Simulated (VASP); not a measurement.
A run of VASP 6.6.1 is set up as follows.

File INCAR:

```
SYSTEM = Mo
PREC = Accurate ; ENCUT = 520
EDIFF = 1E-6 ; ISMEAR = 0
SIGMA = 0.15 ; LREAL = .FALSE.
LASPH = .TRUE. ; NELM = 80
ALGO = Normal ; ISIF = 2
LWAVE = .FALSE. ; LCHARG = .FALSE.
NBANDS = 13
```

The input KPOINTS:

```
Automatic mesh
0
G
  22 22 22
  0 0 0
```

Contents of POSCAR:

```
Mo
1.0
   -1.5828573515      1.5828573515      1.5828573515
    1.5828573515     -1.5828573515      1.5828573515
    1.5828573515      1.5828573515     -1.5828573515
Mo
1
Direct
    0.0000000000      0.0000000000      0.0000000000
```

Potentials or basis: VASP PAW LDA potentials, release 64 (Mo_sv).

Command:

```sh
$ cat potpaw_LDA.64/Mo_sv/POTCAR > POTCAR
$ mpirun -np 1 vasp_std > vasp.out
```

What does it give for the band gap on the k mesh?

Zero (band 7 reaches 16.15 eV, above the bottom of band 8 at 10.88 eV).

Predict the pressure.

-12.6 GPa.
